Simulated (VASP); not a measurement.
# CoO in VASP: further runs

The runs below take CoO through single point, with r2SCAN+D4, PBE.

All numbers are computed with VASP 6.6.1; they aren't measurements. Logs are shortened: lines on timing, memory, paths and dates and some standing lists are left out, and cuts for length are marked.

### Step 1. The cell of the first run

The structure is cubic, space group Fm-3m (No. 225). Conventional cell: a = 4.204 Å, b = 4.204 Å, c = 4.204 Å, α = 90.00°, β = 90.00°, γ = 90.00°. Within 2.8 Å of Co (site symmetry m-3m) lie 6 O at 2.10 Å. O (site symmetry m-3m) has 6 Co at 2.10 Å within 2.8 Å.

### Step 2. Single point, r2SCAN+D4, collinear spin, ferromagnetic start

The input, POSCAR:

```
CoO
1.0
    0.0000000000      2.1019671294      2.1019671294
    2.1019671294      0.0000000000      2.1019671294
    2.1019671294      2.1019671294      0.0000000000
Co O
1 1
Direct
    0.0000000000      0.0000000000      0.0000000000
    0.5000000000      0.5000000000      0.5000000000
```

The input, INCAR.step1:

```
SYSTEM = CoO
PREC     = Accurate       ! precision mode
ENCUT    = 660            ! plane-wave cutoff, eV
ISMEAR   = -1             ! smearing method
SIGMA    = 0.05           ! smearing width, eV
LREAL    = .False.        ! projectors in reciprocal space
LASPH    = .True.         ! aspherical terms in the spheres
NELM     = 200            ! most SCF steps
ISPIN    = 2              ! spin polarisation
MAGMOM   = 2 0            ! initial moments
LMAXMIX  = 4              ! l up to which the mixer works
NBANDS   = 22             ! bands
GGA      = PE             ! functional
ALGO     = Normal         ! electronic algorithm
EDIFF    = 1E-5           ! SCF threshold, eV
LWAVE    = .True.         ! write WAVECAR
LCHARG   = .False.        ! write CHGCAR
GGA_COMPAT= .False.
```

The input, INCAR.step2:

```
SYSTEM = CoO
PREC     = Accurate       ! precision mode
ENCUT    = 660            ! plane-wave cutoff, eV
EDIFF    = 1E-6           ! SCF threshold, eV
ISMEAR   = -1             ! smearing method
SIGMA    = 0.05           ! smearing width, eV
LREAL    = .False.        ! projectors in reciprocal space
LASPH    = .True.         ! aspherical terms in the spheres
NELM     = 200            ! most SCF steps
ALGO     = Normal         ! electronic algorithm
ISIF     = 2              ! what is computed and relaxed
LWAVE    = .False.        ! write WAVECAR
LCHARG   = .False.        ! write CHGCAR
ISPIN    = 2              ! spin polarisation
MAGMOM   = 2 0            ! initial moments
LORBIT   = 11             ! projections on sites
LMAXMIX  = 4              ! l up to which the mixer works
METAGGA  = R2SCAN         ! meta-GGA
LMIXTAU  = .True.       
IVDW     = 13             ! dispersion correction
VDW_S6   = 1.0          
VDW_S8   = 0.6018749    
VDW_A1   = 0.51559235   
VDW_A2   = 5.77342911   
NBANDS   = 22             ! bands
ISTART   = 1            
GGA_COMPAT= .False.
```

The input, KPOINTS:

```
Automatic mesh
0
Gamma
  11 11 11
  0 0 0
```

Potentials or basis: VASP PAW PBE potentials, release 64 (Co_sv, O).

Command:

```
$ cat potpaw_PBE.64/Co_sv/POTCAR potpaw_PBE.64/O/POTCAR > POTCAR
$ cp INCAR.step1 INCAR
$ mpirun -np 1 vasp_std > vasp.out
$ cp INCAR.step2 INCAR
$ mpirun -np 1 vasp_std > vasp.out
```

OUTCAR:

```text
SYSTEM = CoO
   PREC = Accurate
   ENCUT = 660
   EDIFF = 1E-6
   ISMEAR = -1
   LREAL = .False.
   LASPH = .True.
   NELM = 200
   ISIF = 2
   ISPIN = 2
   LORBIT = 11
   METAGGA = R2SCAN
   IVDW = 13
   ISTART = 1

 ion  position               nearest neighbor table
   1  0.000  0.000  0.000-   2 2.10   2 2.10   2 2.10   2 2.10   2 2.10   2 2.10
   2  0.500  0.500  0.500-   1 2.10   1 2.10   1 2.10   1 2.10   1 2.10   1 2.10

  LATTYP: Found a face centered cubic cell.
 ALAT       =     4.2039342588

  Lattice vectors:

 A1 = (   0.0000000000,   2.1019671294,   2.1019671294)
 A2 = (   2.1019671294,   0.0000000000,   2.1019671294)
 A3 = (   2.1019671294,   2.1019671294,   0.0000000000)

Analysis of symmetry for initial positions (statically):
=====================================================================
 Subroutine PRICEL returns:
 Original cell was already a primitive cell.

 Routine SETGRP: Setting up the symmetry group for a
 face centered cubic supercell.

 Subroutine GETGRP returns: Found 48 space group operations
 (whereof 48 operations were pure point group operations)
 out of a pool of 48 trial point group operations.

The static configuration has the point symmetry O_h .

Analysis of symmetry for dynamics (positions and initial velocities):
=====================================================================
 Subroutine PRICEL returns:
 Original cell was already a primitive cell.

 Routine SETGRP: Setting up the symmetry group for a
 face centered cubic supercell.

 Subroutine GETGRP returns: Found 48 space group operations
 (whereof 48 operations were pure point group operations)
 out of a pool of 48 trial point group operations.

The dynamic configuration has the point symmetry O_h .

Analysis of structural, dynamic, and magnetic symmetry:
=====================================================================
 Subroutine PRICEL returns:
 Original cell was already a primitive cell.

 Routine SETGRP: Setting up the symmetry group for a
 face centered cubic supercell.

 Subroutine GETGRP returns: Found 48 space group operations
 (whereof 48 operations were pure point group operations)
 out of a pool of 48 trial point group operations.

The overall configuration has the point symmetry O_h .

 Subroutine INISYM returns: Found 48 space group operations
 (whereof 48 operations are pure point group operations),
 and found     1 'primitive' translations

----------------------------------------------------------------------------------------

                                     Primitive cell

  volume of cell :      18.5741
[... 112 lines left out ...]
  Thomas-Fermi vector in A             =   2.827231
   LORBIT       =     11    0 simple, 1 ext, 2 COOP (PROOUT), +10 PAW based schemes
   METAGGA = R2SCAN    functional components
   LHFCALC =     F    Hartree Fock is set to
   AEXX    =    0.0000 exact exchange contribution
   IVDW    =    13    specifies the selected vdW correction
   LEPSILON=     F    determine dielectric tensor
   LRPA    =     F    only Hartree local field effects (RPA)
 spin polarized calculation
  energy-cutoff  :      660.00
  volume of cell :       18.57
 maximum number of plane-waves:       728
 NGX is ok and might be reduce to    28
   NGX = 13   NGY = 13   NGZ = 13

 number of electron      22.9999985 magnetization       2.9995957

 Free energy of the ion-electron system (eV)
  ---------------------------------------------------
  ext. energy  EPLUGINS =         0.00000000
  ---------------------------------------------------
  free energy    TOTEN  =       -21.17458699 eV

  energy without entropy =      -21.14364893  energy(sigma->0) =      -21.15911796

 E-fermi :   9.3821     XC(G=0): -13.6751

 val. band max:        9.3750177474   @ k =   0.4545   0.1818   0.0000
 cond. band min:       9.3897326457   @ k =  -0.3636   0.4545   0.0909
 fundamental gap:      0.0147148984
 Fermi energy:         9.3821132909

 spin component 1

 k-point     1 :       0.0000    0.0000    0.0000
  band No.  band energies     occupation
      1     -91.6876      1.00000
      2     -53.5381      1.00000
      3     -53.5381      1.00000
      4     -53.5381      1.00000
      5     -12.2902      1.00000
      6       5.3149      1.00000
[... 589 lines left out ...]
     21      38.6486      0.00000
     22      40.3847      0.00000

 [... further k-points ...]

 spin component 2

 k-point     1 :       0.0000    0.0000    0.0000
  band No.  band energies     occupation
      1     -87.3944      1.00000
      2     -49.3448      1.00000
      3     -49.3435      1.00000
      4     -49.3435      1.00000
      5     -11.7363      1.00000
      6       6.5756      1.00000
[... 589 lines left out ...]
     21      39.5400      0.00000
     22      41.2592      0.00000

 [... further k-points ...]

------------------------ aborting loop because EDIFF is reached ----------------------------------------

  DFT-D4 for vdW energy calculation

  Edisp (eV):   -0.21531

  FORCE on cell =-STRESS in cart. coord.  units (eV):
  Direction    XX          YY          ZZ          XY          YZ          ZX
  --------------------------------------------------------------------------------------
  -------------------------------------------------------------------------------------
  Total      -0.26047    -0.26047    -0.26047    -0.00000     0.00000    -0.00000
  in kB     -22.46777   -22.46777   -22.46777    -0.00000     0.00000    -0.00000
  external pressure =      -22.47 kB  Pullay stress =        0.00 kB

 VOLUME and BASIS-vectors are now :
 -----------------------------------------------------------------------------
  energy-cutoff  :      660.00
  volume of cell :       18.57
      direct lattice vectors                 reciprocal lattice vectors
     0.000000000  2.101967129  2.101967129    -0.237872416  0.237872416  0.237872416
     2.101967129  0.000000000  2.101967129     0.237872416 -0.237872416  0.237872416
     2.101967129  2.101967129  0.000000000     0.237872416  0.237872416 -0.237872416

 POSITION                                       TOTAL-FORCE (eV/Angst)
 -----------------------------------------------------------------------------------
      0.00000      0.00000      0.00000         0.000000     -0.000000      0.000000
      2.10197      2.10197      2.10197        -0.000000      0.000000     -0.000000
 -----------------------------------------------------------------------------------
    total drift:                                0.000000      0.000000      0.000000

  FREE ENERGIE OF THE ION-ELECTRON SYSTEM (eV)
  ---------------------------------------------------
  free  energy   TOTEN  =       -21.3898948226 eV

  energy  without entropy=      -21.3589567648  energy(sigma->0) =      -21.37442579

 total charge

# of ion       s       p       d       tot
------------------------------------------
    1        2.140   6.073   6.674  14.887
    2        1.552   3.504   0.000   5.056
--------------------------------------------------
tot          3.692   9.577   6.674  19.942

 magnetization (x)

# of ion       s       p       d       tot
------------------------------------------
    1        0.012   0.008   2.618   2.638
    2        0.030   0.260   0.000   0.291
--------------------------------------------------
tot          0.043   0.269   2.618   2.929
```

OSZICAR.step1:

```text
N       E                     dE             d eps       ncg     rms          rms(c)
DAV:   1     0.256841438819E+03    0.25684E+03   -0.14047E+04  6390   0.286E+03
DAV:   2    -0.424017111417E+01   -0.26108E+03   -0.24807E+03  7362   0.704E+02
DAV:   3    -0.154909135759E+02   -0.11251E+02   -0.11113E+02  6910   0.124E+02
DAV:   4    -0.155970880114E+02   -0.10617E+00   -0.10613E+00  5916   0.102E+01
DAV:   5    -0.156008150443E+02   -0.37270E-02   -0.37270E-02  6784   0.209E+00    0.178E+01
DAV:   6    -0.142292001913E+02    0.13716E+01   -0.18333E+01  7980   0.843E+01    0.261E+01
DAV:   7    -0.131799042642E+02    0.10493E+01   -0.57235E+00  7064   0.568E+01    0.849E+00
DAV:   8    -0.131432026374E+02    0.36702E-01   -0.26268E-01  7384   0.641E+00    0.553E+00
DAV:   9    -0.131429117067E+02    0.29093E-03   -0.93976E-02  8990   0.459E+00    0.236E+00
DAV:  10    -0.131379860663E+02    0.49256E-02   -0.25206E-02  7666   0.313E+00    0.723E-01
DAV:  11    -0.131365077232E+02    0.14783E-02   -0.95235E-03  8580   0.157E+00    0.117E-01
DAV:  12    -0.131365866009E+02   -0.78878E-04   -0.76715E-04  6358   0.304E-01    0.713E-02
DAV:  13    -0.131365869655E+02   -0.36469E-06   -0.65105E-05  6946   0.106E-01
   1 F= -.13136587E+02 E0= -.13119831E+02  d E =-.335114E-01  mag=     2.8223
```

Wall time 6.3 min (1 thread of Intel Xeon Platinum 8259CL at 2.50GHz (Skylake/Cascade Lake), shared host); peak memory 0.21 GiB.

Results:

```
Free energy                                           : -21.3899 eV
Pressure                                              : -2.2 GPa
Band gap on the k mesh                                : zero (filled and empty bands overlap)
Net moment                                            : 3.00 μB per cell
Site moments                                          : Co +2.64; O +0.29 μB
Valence electrons inside the program's atomic spheres : Co 14.89; O 5.06
Dispersion energy per atom                            : -0.108 eV
```

Caveat: the PAW data sets were made with another functional, which shifts forces and pressure a little; a cell with one magnetic atom can't hold antiferromagnetic order, which such compounds often take; semilocal functionals often make such compounds metallic where correlation or magnetic order opens a gap, which also shifts bond lengths.

(Continued in part 2 of 2.)
